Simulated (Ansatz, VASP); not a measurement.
# CdSe: VASP beside Ansatz

```xyz
4
Lattice="4.1386 0.0000 0.0000 -2.0693 3.5842 0.0000 0.0000 0.0000 7.1815" Properties=species:S:1:pos:R:3 pbc="T T T"
Cd    0.0000    2.3894    0.0518
Cd    2.0693    1.1947    3.6425
Se    0.0000    2.3894    2.6485
Se    2.0693    1.1947    6.2392
```

Change from the starting cell: strained cell.

Alike in both runs: functional PBEsol; k mesh 9 × 9 × 4; occupations gaussian, width 0.02 eV; no spin polarisation.

Ansatz relaxed the structure, and its values are those at the end. VASP's run is a single point on that final structure, the one shown.

|  | VASP | Ansatz |
| --- | --- | --- |
| version | VASP 6.6.1 | Ansatz 0.2.0 |
| potentials or method | VASP PAW PBE potentials, release 64 (Cd, Se), cutoff 500 eV | scalar-relativistic, plane waves, PAW |
| valence electrons in the cell | 36 | 72 |

```csv
,VASP,Ansatz,Ansatz less VASP
gap on the k mesh at the Fermi level (eV),0.47,0.47,-0.002
least direct gap on the mesh (eV),0.47,0.47,-0.002
pressure (GPa),3.4,3.0,-0.42
rms of the force components (eV/Å),0.003,0.000,-0.0034
```

VASP's potentials were made for PBE, not for PBEsol, and Ansatz warns of the same on its side. VASP's potentials hold 36 valence electrons a cell and Ansatz's 72, so a difference there can come from the potentials and not from the codes. Ansatz's warnings: stress scf threshold loose.
